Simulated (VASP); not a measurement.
# BiTe2: single point with LDA

BiTe2, a slab with vacuum:

```xyz
6
Lattice="4.4465 0.0000 0.0000 -2.2233 3.8508 0.0000 0.0000 0.0000 25.7229" Properties=species:S:1:pos:R:3 pbc="T T T"
Te    2.2233    1.2836    7.5000
Te    0.0000    2.5672   11.2734
Te    2.2233    1.2836   14.4495
Te    0.0000    2.5672   18.2229
Bi    0.0000    0.0000    9.5548
Bi    0.0000    0.0000   16.1681
```

```json
{"Program": "VASP 6.6.1", "Task": "single point", "Functional": "LDA", "Potentials or basis": "VASP PAW LDA potentials, release 64 (Te, Bi_d)", "Cutoff": "400 eV", "k mesh": "9 × 9 × 1", "Occupations": "gaussian, width 0.05 eV", "Spin": "no spin polarisation", "Dipole correction": "yes", "Further INCAR settings": "ALGO = Normal; EDIFF = 1e-06; NBANDS = 36; NELMDL = -8"}
```

```
Largest force          : 0.814 eV/Å
Band gap on the k mesh : zero (band 27 reaches -0.66 eV, above the bottom of band 28 at -0.93 eV)
```

Forces in eV/Å, atoms in the order of the input:
```
Te   0.000  0.000  0.798
Te   0.000  0.000  0.407
Te   0.000  0.000 -0.407
Te   0.000  0.000 -0.798
Bi   0.000  0.000 -0.814
Bi   0.000  0.000  0.814
```

Levels at points of the mesh, in eV from the Fermi level:
| k point | band 25 | band 26 | band 27 | band 28 | band 29 | band 30 |
| --- | --- | --- | --- | --- | --- | --- |
| (0.00, 0.00, 0.00) | 0.04 | 0.10 | 0.10 | 0.17 | 1.44 | 1.57 |

It took 2.2 min on 1 thread of Intel(R) Xeon(R) Platinum 8559C (Emerald Rapids), with other jobs on the host, peak memory 0.35 GiB.

Caveat: spin-orbit coupling is left out, which moves the levels of the heavy elements.
